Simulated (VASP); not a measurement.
# CO2 (I-42d) in VASP: a series of runs, part 3 of 3

VASP 6.6.1.

## Step 6: Relaxation of shape and atoms at fixed volume, PBE (volume scaled by 0.97)

Input file INCAR:

```
ALGO = Normal ; EDIFF = 1E-6
EDIFFG = -0.01 ; ENCUT = 600
GGA = PE ; IBRION = 2
ISIF = 4 ; ISMEAR = 0
LASPH = T ; LCHARG = F
LREAL = F ; LWAVE = F
NELM = 60 ; NSW = 50
PREC = Accurate ; SIGMA = 0.02
```

Input file KPOINTS:

```
k-points
0
Gamma
  8 8 8
```

Input file POSCAR:

```
CO2
1.0
   -1.9624591313      1.9624591313      2.9610198255
    1.9624591313     -1.9624591313      2.9610198255
    1.9624591313      1.9624591313     -2.9610198255
C O
2 4
Direct
    0.0000000000      0.0000000000      0.0000000000
    0.7500000000      0.2500000000      0.5000000000
    0.3750000000      0.2893001686      0.4143001686
    0.7106998314      0.1250000000      0.0856998314
    0.8750000000      0.9606998314      0.5856998314
    0.0393001686      0.6250000000      0.9143001686
```

Potentials or basis: VASP PAW PBE potentials, release 64 (C, O).

Command:

```bash
$ cat potpaw_PBE.64/C/POTCAR potpaw_PBE.64/O/POTCAR > POTCAR
$ mpirun -np 1 vasp_std > vasp.out
```

OUTCAR:

```text
EDIFF = 1E-6
   EDIFFG = -0.01
   ENCUT = 600
   GGA = PE
   IBRION = 2
   ISIF = 4
   ISMEAR = 0
   LASPH = T
   LREAL = F
   NELM = 60
   NSW = 50
   PREC = Accurate

 ion  position               nearest neighbor table
   1  0.000  0.000  0.000-   3 1.39   4 1.39   5 1.39   6 1.39
   2  0.750  0.250  0.500-   3 1.39   4 1.39   5 1.39   6 1.39
   3  0.375  0.289  0.414-   1 1.39   2 1.39
   4  0.711  0.125  0.086-   1 1.39   2 1.39
   5  0.875  0.961  0.586-   1 1.39   2 1.39
   6  0.039  0.625  0.914-   1 1.39   2 1.39

  LATTYP: Found a body centered tetragonal cell.
 ALAT       =     3.9249182626
 C/A-ratio  =     1.5088313322

  Lattice vectors:

 A1 = (  -1.9624591313,   1.9624591313,   2.9610198255)
 A2 = (   1.9624591313,  -1.9624591313,   2.9610198255)
 A3 = (   1.9624591313,   1.9624591313,  -2.9610198255)

Analysis of symmetry for initial positions (statically):
=====================================================================
 Subroutine PRICEL returns:
 Original cell was already a primitive cell.

 Routine SETGRP: Setting up the symmetry group for a
 body centered tetragonal supercell.

 Subroutine GETGRP returns: Found  8 space group operations
 (whereof  4 operations were pure point group operations)
[... 178 lines left out ...]

  FORCE on cell =-STRESS in cart. coord.  units (eV):
  Direction    XX          YY          ZZ          XY          YZ          ZX
  --------------------------------------------------------------------------------------
  -------------------------------------------------------------------------------------
  Total        2.7351925      2.7351925      2.4770309      0.0000000     -0.0000000      0.0000000
  in kB       96.0718019     96.0718019     87.0040478      0.0000000     -0.0000000      0.0000000
  external PRESSURE =      93.0492172 kB  Pullay stress =       0.0000000 kB
[... 147 lines left out ...]
--------------------------------------- Ionic step        5  -------------------------------------------

 number of electron      32.0000006 magnetization

 Free energy of the ion-electron system (eV)
  ---------------------------------------------------
  ext. energy  EPLUGINS =         0.00000000
  ---------------------------------------------------
  free energy    TOTEN  =       -43.42156429 eV

  energy without entropy =      -43.42156429  energy(sigma->0) =      -43.42156429

 E-fermi :   2.5542     XC(G=0): -11.2527

 val. band max:        2.4476535451   @ k =   0.5000   0.0000   0.0000
 cond. band min:      10.1161643016   @ k =   0.0000   0.0000   0.0000
 fundamental gap:      7.6685107565
 Fermi energy:         2.5541566683

 k-point     1 :       0.0000    0.0000    0.0000
  band No.  band energies     occupation
      1     -21.6870      2.00000
      2     -16.5292      2.00000
      3     -16.5292      2.00000
      4     -15.8442      2.00000
      5     -12.0756      2.00000
      6      -7.2267      2.00000
[... 541 lines left out ...]
     19      11.9936      0.00000
     20      12.5661      0.00000

 [... further k-points ...]
[... 5 lines left out ...]
  --------------------------------------------------------------------------------------
  -------------------------------------------------------------------------------------
  Total        1.3293134      1.3293134      1.3214704      0.0000000      0.0000000      0.0000000
  in kB       46.6912391     46.6912391     46.4157625      0.0000000      0.0000000      0.0000000
  external PRESSURE =      46.5994136 kB  Pullay stress =       0.0000000 kB
[... 21 lines left out ...]
  FREE ENERGIE OF THE ION-ELECTRON SYSTEM (eV)
  ---------------------------------------------------
  free  energy   TOTEN  =       -43.4215642914 eV

  energy  without entropy=      -43.4215642914  energy(sigma->0) =      -43.42156429

 reached required accuracy - stopping structural energy minimisation
```

OSZICAR:

```text
N       E                     dE             d eps       ncg     rms          rms(c)
DAV:   1     0.203958111785E+03    0.20396E+03   -0.20911E+04  2360   0.179E+03
DAV:   2    -0.379019339312E+02   -0.24186E+03   -0.23495E+03  3168   0.367E+02
DAV:   3    -0.463390804280E+02   -0.84371E+01   -0.84042E+01  2828   0.745E+01
[... 39 lines left out ...]
DAV:   3    -0.434215503831E+02    0.10998E-02   -0.13408E-03  2880   0.363E-01    0.223E-02
DAV:   4    -0.434215604094E+02   -0.10026E-04   -0.93867E-05  2744   0.871E-02    0.162E-02
DAV:   5    -0.434215632233E+02   -0.28139E-05   -0.63459E-06  2812   0.205E-02    0.719E-03
DAV:   6    -0.434215642249E+02   -0.10016E-05   -0.11502E-06  1728   0.101E-02    0.110E-03
DAV:   7    -0.434215642914E+02   -0.66487E-07   -0.11552E-07  1516   0.297E-03
   5 F= -.43421564E+02 E0= -.43421564E+02  d E =-.216894E-02
```

CONTCAR:

```text
CO2
   1.00000000000000
    -1.9549897576978241    1.9549897576978241    2.9836892170487772
     1.9549897576978241   -1.9549897576978241    2.9836892170487772
     1.9549897576978241    1.9549897576978241   -2.9836892170487772
  C               O
     2     4
Direct
     0.0000000000000000    0.0000000000000000    0.0000000000000000
     0.7500000000000000    0.2500000000000000    0.5000000000000000
     0.3750000000000000    0.2953396688953784    0.4203396688953784
     0.7046603311046217    0.1250000000000000    0.0796603311046216
     0.8750000000000000    0.9546603311046217    0.5796603311046217
     0.0453396688953784    0.6250000000000000    0.9203396688953783

  0.00000000E+00  0.00000000E+00  0.00000000E+00
  0.00000000E+00  0.00000000E+00  0.00000000E+00
  0.00000000E+00  0.00000000E+00  0.00000000E+00
  0.00000000E+00  0.00000000E+00  0.00000000E+00
  0.00000000E+00  0.00000000E+00  0.00000000E+00
  0.00000000E+00  0.00000000E+00  0.00000000E+00
```

Wall time 2.8 min (1 thread of Oxide Virtual Turin-like, shared host); peak memory 0.17 GiB.

What came out:

- Free energy: -43.4216 eV
- Energy gained by relaxing: 3.9 meV/atom
- Ionic steps: 5
- Pressure after relaxing: 4.7 GPa
- Band gap on the k mesh: 7.67 eV, indirect (least direct gap 8.06 eV)

Forces in eV/Å, atoms in the order of the input:
```
C    0.000  0.000  0.000
C    0.000  0.000  0.000
O    0.002  0.000  0.000
O    0.000 -0.002  0.000
O   -0.002  0.000  0.000
O    0.000  0.002  0.000
```

Step by step:
```tsv
step	energy change (eV)	largest force (eV/Å)	pressure (GPa)	volume (Å³)
1	0.0000	0.5106	9.30	45.61
2	-0.0202	0.0962	4.26	45.61
3	-0.0211	0.0068	5.09	45.61
4	-0.0221	0.0057	4.98	45.61
5	-0.0232	0.0025	4.66	45.61
```

Final structure:
```yaml
crystal:
  lattice:
    - [-1.95499, 1.95499, 2.98369]
    - [1.95499, -1.95499, 2.98369]
    - [1.95499, 1.95499, -2.98369]
  atoms:
    - { symbol: C, position: [0.00000, 0.00000, 0.00000] }
    - { symbol: C, position: [0.75000, 0.25000, 0.50000] }
    - { symbol: O, position: [0.37500, 0.29534, 0.42034] }
    - { symbol: O, position: [0.70466, 0.12500, 0.07966] }
    - { symbol: O, position: [0.87500, 0.95466, 0.57966] }
    - { symbol: O, position: [0.04534, 0.62500, 0.92034] }
```

Levels at points of the mesh, in eV from the valence-band top:
| k point | band 12 | band 13 | band 14 | band 15 | band 16 | band 17 | band 18 | band 19 | band 20 |
| --- | --- | --- | --- | --- | --- | --- | --- | --- | --- |
| (0.00, 0.00, 0.00) | -1.29 | -1.29 | -0.83 | -0.83 | -0.39 | 7.67 | 9.34 | 9.39 | 9.39 |
| (0.50, 0.00, 0.00) | -2.35 | -1.68 | -1.38 | -0.41 | 0.00 | 8.33 | 9.58 | 9.75 | 10.34 |
| (0.50, 0.50, 0.00) | -2.66 | -0.61 | -0.61 | -0.54 | -0.54 | 9.00 | 9.00 | 9.97 | 9.97 |
| (0.50, 0.50, 0.50) | -3.09 | -2.85 | -2.85 | -0.02 | -0.02 | 8.87 | 8.87 | 10.79 | 10.79 |

Caveat: the cell differs from its parent crystal (volume scaled by 0.97).

## Step 7: The runs side by side

```csv
task,cell,cutoff (eV),smearing,gap on the mesh (eV),pressure (GPa),largest force (eV/Å)
single point,"a = 4.100 Å, angles 122.2, 122.2, 86.3°, 6 atoms",520,gaussian 0.02 eV,7.64,1.4,0.08
relaxation of cell and atoms,"relaxed from a = 4.101 Å, angles 122.4, 122.4, 86.0°, 6 atoms",600,gaussian 0.02 eV,7.63,0.1,-
single point,"a = 4.101 Å, angles 122.4, 122.4, 86.0°, 6 atoms",520,gaussian 0.1 eV,7.66,1.6,0.08
relaxation of cell and atoms,"relaxed from a = 3.881 Å, angles 125.5, 125.5, 80.6°, 6 atoms",600,gaussian 0.1 eV,7.60,-0.7,0.02
relaxation of shape and atoms at fixed volume,"relaxed from a = 4.058 Å, angles 122.2, 122.2, 86.3°, 6 atoms",600,gaussian 0.02 eV,7.67,4.7,-
```

Alike in all rows: level PBE; potentials or basis VASP PAW PBE potentials, release 64 (C, O); no spin polarisation; k mesh 8 × 8 × 8.

Caveats: the volume moved by over 15 % at a fixed basis, so the end points are rough (some runs); the volume moved by +27 % from the deposited cell, more than functionals usually miss (some runs); the relaxation stopped at a loose force limit of 0.05 eV/Å, so its end isn't a converged minimum (some runs).

Absolute energies hang on the potentials; compare differences alone.
